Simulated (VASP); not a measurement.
# KTaO3 (Pm-3m) in VASP: notebook, part 2 of 2

VASP 6.6.1. Earlier steps stand in the parts before.

## Step 3: Single point, PBE (volume changed by -6%)

Input file INCAR:

```
SYSTEM = KTaO3
  ALGO = Normal
  EDIFF = 1E-6
  ENCUT = 600
  GGA = PE
  GGA_COMPAT = .False.
  ISIF = 2
  ISMEAR = 0
  LASPH = .True.
  LCHARG = .False.
  LREAL = .False.
  LWAVE = .False.
  NBANDS = 28
  NELM = 120
  PREC = Accurate
  SIGMA = 0.01
```

Input file KPOINTS:

```
k-points
0
Gamma
  6 6 6
  0 0 0
```

Input file POSCAR:

```
KTaO3
1.0
    3.9422284059      0.0000000000      0.0000000000
    0.0000000000      3.9422284059      0.0000000000
    0.0000000000      0.0000000000      3.9422284059
K Ta O
1 1 3
Direct
    0.5000000000      0.5000000000      0.5000000000
    0.0000000000      0.0000000000      0.0000000000
    0.5000000000      0.0000000000      0.0000000000
    0.0000000000      0.5000000000      0.0000000000
    0.0000000000      0.0000000000      0.5000000000
```

Potentials or basis: VASP PAW PBE potentials, release 64 (K_sv, Ta_sv_GW, O).

The run is started by

```sh
> cat potpaw_PBE.64/K_sv/POTCAR potpaw_PBE.64/Ta_sv_GW/POTCAR potpaw_PBE.64/O/POTCAR > POTCAR
> mpirun -np 1 vasp_std > vasp.out
```

OUTCAR:

```text
SYSTEM = KTaO3
   EDIFF = 1E-6
   ENCUT = 600
   GGA = PE
   ISIF = 2
   ISMEAR = 0
   LASPH = .True.
   LREAL = .False.
   NELM = 120
   PREC = Accurate

 ion  position               nearest neighbor table
   1  0.500  0.500  0.500-   3 2.79   4 2.79   5 2.79   3 2.79   4 2.79   3 2.79   5 2.79   3 2.79
                             4 2.79   5 2.79   4 2.79   5 2.79   2 3.41   2 3.41   2 3.41   2 3.41
   2  0.000  0.000  0.000-   3 1.97   4 1.97   5 1.97   5 1.97   4 1.97   3 1.97   1 3.41   1 3.41
[... 822 lines left out ...]
  -------------------------------------------------------------------------------------
  Total        5.2109912      5.2109912      5.2109912      0.0000000     -0.0000000      0.0000000
  in kB      136.2716682    136.2716682    136.2716682      0.0000000     -0.0000000      0.0000000
  external PRESSURE =     136.2716682 kB  Pullay stress =       0.0000000 kB

 VOLUME and BASIS-vectors are now :
 -----------------------------------------------------------------------------
  energy-cutoff  :      600.00
  volume of cell :       61.27
      direct lattice vectors                 reciprocal lattice vectors
     3.942228406  0.000000000  0.000000000     0.253663638  0.000000000  0.000000000
     0.000000000  3.942228406  0.000000000     0.000000000  0.253663638  0.000000000
     0.000000000  0.000000000  3.942228406     0.000000000  0.000000000  0.253663638

 POSITION                                       TOTAL-FORCE (eV/Angst)
 -----------------------------------------------------------------------------------
      1.97111      1.97111      1.97111         0.000000      0.000000      0.000000
      0.00000      0.00000      0.00000         0.000000      0.000000      0.000000
      1.97111      0.00000      0.00000         0.000000      0.000000      0.000000
      0.00000      1.97111      0.00000         0.000000      0.000000      0.000000
      0.00000      0.00000      1.97111         0.000000      0.000000      0.000000
 -----------------------------------------------------------------------------------
    total drift:                                0.000000      0.000000     -0.000000

  FREE ENERGIE OF THE ION-ELECTRON SYSTEM (eV)
  ---------------------------------------------------
  free  energy   TOTEN  =       -43.4715743114 eV

  energy  without entropy=      -43.4715743114  energy(sigma->0) =      -43.47157431
```

stdout:

```text
POSCAR found type information on POSCAR K TaO
 POSCAR found :  3 types and       5 ions
 scaLAPACK will be used
 LDA part: xc-table for (Slater+PW92), standard interpolation
 POSCAR, INCAR and KPOINTS ok, starting setup
 FFT: planning ... GRIDC
 FFT: planning ... GRID_SOFT
 FFT: planning ... GRID
 WAVECAR not read
 entering main loop
```

Wall time 21 s (1 thread of Intel Xeon 6975P-C (Granite Rapids), shared host); peak memory 0.2 GiB.

Results:

```yaml
Free_energy: -43.4716 eV
Pressure: 13.6 GPa
Band_gap_on_the_k_mesh: 2.29 eV, indirect (least direct gap 2.89 eV)
```

Caveat: spin-orbit coupling is left out, which moves the levels of the heavy elements. A k mesh can miss the band edges.

## Step 4: Single point, r2SCAN (volume changed by -6%)

Edit POSCAR of step 3 so:

```diff
@@ -2,5 +2,5 @@
 1.0
-    3.9422284059      0.0000000000      0.0000000000
-    0.0000000000      3.9422284059      0.0000000000
-    0.0000000000      0.0000000000      3.9422284059
+    3.9086768649      0.0000000000      0.0000000000
+    0.0000000000      3.9086768649      0.0000000000
+    0.0000000000      0.0000000000      3.9086768649
 K Ta O
```

Input file INCAR.step1:

```
  ALGO = Normal
  EDIFF = 1E-5
  ENCUT = 660
  GGA = PE
  GGA_COMPAT = F
  ISMEAR = 0
  LASPH = T
  LCHARG = F
  LREAL = F
  LWAVE = T
  NBANDS = 28
  NELM = 120
  PREC = Accurate
  SIGMA = 0.01
```

Input file INCAR.step2:

```
  ALGO = Normal
  EDIFF = 1E-6
  ENCUT = 660
  GGA_COMPAT = F
  ISIF = 2
  ISMEAR = 0
  ISTART = 1
  LASPH = T
  LCHARG = F
  LMIXTAU = T
  LREAL = F
  LWAVE = F
  METAGGA = R2SCAN
  NBANDS = 28
  NELM = 120
  PREC = Accurate
  SIGMA = 0.01
```

Input file KPOINTS:

```
k-points
0
Gamma
  6 6 6
```

The run is started by

```sh
> cat potpaw_PBE.64/K_sv/POTCAR potpaw_PBE.64/Ta_sv_GW/POTCAR potpaw_PBE.64/O/POTCAR > POTCAR
> cp INCAR.step1 INCAR
> mpirun -np 1 vasp_std > vasp.out
> cp INCAR.step2 INCAR
> mpirun -np 1 vasp_std > vasp.out
```

It took 2.7 min on 1 thread of Intel Xeon Platinum 8488C (Sapphire Rapids), shared host; peak memory 0.25 GiB.

The run converged. Its results:

| Quantity | Value |
| --- | --- |
| Free energy | -89.6297 eV |
| Pressure | 15.1 GPa |
| Band gap on the k mesh | 2.77 eV, indirect (least direct gap 3.38 eV) |

Levels at points of the mesh, in eV from the valence-band top:
| k point | band 18 | band 19 | band 20 | band 21 | band 22 | band 23 |
| --- | --- | --- | --- | --- | --- | --- |
| (0.00, 0.00, 0.00) | -0.61 | -0.61 | -0.61 | 2.77 | 2.77 | 2.77 |
| (0.50, 0.00, 0.00) | -1.69 | -0.86 | -0.86 | 2.95 | 5.89 | 5.89 |
| (0.50, 0.50, 0.00) | -1.53 | -1.53 | -0.05 | 5.93 | 5.93 | 7.35 |
| (0.50, 0.50, 0.50) | 0.00 | 0.00 | 0.00 | 7.53 | 7.53 | 7.53 |

Caveat: the PAW data sets were made with another functional, which shifts forces and pressure a little; spin-orbit coupling is left out, which moves the levels of the heavy elements. A k mesh can miss the band edges.

## Step 5: Single point, r2SCAN (volume changed by -3%)

Edit POSCAR of step 4 so:

```diff
@@ -2,5 +2,5 @@
 1.0
-    3.9086768649      0.0000000000      0.0000000000
-    0.0000000000      3.9086768649      0.0000000000
-    0.0000000000      0.0000000000      3.9086768649
+    3.9498238557      0.0000000000      0.0000000000
+    0.0000000000      3.9498238557      0.0000000000
+    0.0000000000      0.0000000000      3.9498238557
 K Ta O
```

Input file INCAR.step1:

```
SYSTEM = KTaO3
PREC = Accurate ; ENCUT = 660
ISMEAR = 0 ; SIGMA = 0.01
LREAL = .False. ; LASPH = .True.
NELM = 120 ; NBANDS = 28
GGA = PE ; ALGO = Normal
EDIFF = 1E-5 ; LWAVE = .True.
LCHARG = .False. ; GGA_COMPAT = .False.
```

Input file INCAR.step2:

```
SYSTEM = KTaO3
PREC = Accurate ; ENCUT = 660
EDIFF = 1E-6 ; ISMEAR = 0
SIGMA = 0.01 ; LREAL = .False.
LASPH = .True. ; NELM = 120
ALGO = Normal ; ISIF = 2
LWAVE = .False. ; LCHARG = .False.
METAGGA = R2SCAN ; LMIXTAU = .True.
NBANDS = 28 ; ISTART = 1
GGA_COMPAT = .False.
```

Input file KPOINTS:

```
regular mesh
0
Gamma
  6 6 6
  0 0 0
```

The run is started by

```sh
> cat potpaw_PBE.64/K_sv/POTCAR potpaw_PBE.64/Ta_sv_GW/POTCAR potpaw_PBE.64/O/POTCAR > POTCAR
> cp INCAR.step1 INCAR
> mpirun -np 1 vasp_std > vasp.out
> cp INCAR.step2 INCAR
> mpirun -np 1 vasp_std > vasp.out
```

Wall time 4.2 min (1 thread of Intel Xeon Platinum 8259CL at 2.50GHz (Skylake/Cascade Lake), shared host); peak memory 0.25 GiB.

It converged, with:

```yaml
Free_energy: -89.7641 eV
Pressure: 6.9 GPa
Band_gap_on_the_k_mesh: 2.69 eV, indirect (least direct gap 3.33 eV)
```

Levels at points of the mesh, in eV from the valence-band top:
```tsv
k point	band 16	band 17	band 18	band 19	band 20	band 21	band 22	band 23	band 24	band 25
(0.00, 0.00, 0.00)	-1.13	-1.13	-0.64	-0.64	-0.64	2.69	2.69	2.69	7.53	7.53
(0.50, 0.00, 0.00)	-2.38	-2.20	-1.61	-0.88	-0.88	2.86	5.66	5.66	7.56	9.60
(0.50, 0.50, 0.00)	-2.92	-1.66	-1.49	-1.49	-0.04	5.70	5.70	7.06	8.60	10.94
(0.50, 0.50, 0.50)	-4.04	-4.04	0.00	0.00	0.00	7.22	7.22	7.22	9.75	9.75
```

Caveat: the PAW data sets were made with another functional, which shifts forces and pressure a little; spin-orbit coupling is left out, which moves the levels of the heavy elements.

## Step 6: Summary

| level | cell | cutoff (eV) | gap on the mesh (eV) | pressure (GPa) |
| --- | --- | --- | --- | --- |
| PBE | a = 3.984 Å, 5 atoms | 600 | 2.22 | 6.3 |
| PBE | a = 3.942 Å, 5 atoms | 600 | 2.29 | 13.6 |
| r2SCAN | a = 3.909 Å, 5 atoms | 660 | 2.77 | 15.1 |
| r2SCAN | a = 3.950 Å, 5 atoms | 660 | 2.69 | 6.9 |

Alike in all rows: task single point; potentials or basis VASP PAW PBE potentials, release 64 (K_sv, Ta_sv_GW, O); no spin polarisation; k mesh 6 × 6 × 6; smearing gaussian 0.01 eV.

Caveats: spin-orbit coupling is left out, which moves the levels of the heavy elements; the PAW data sets were made with another functional, which shifts forces and pressure a little (some runs).

Absolute energies hang on the potentials; compare differences alone.
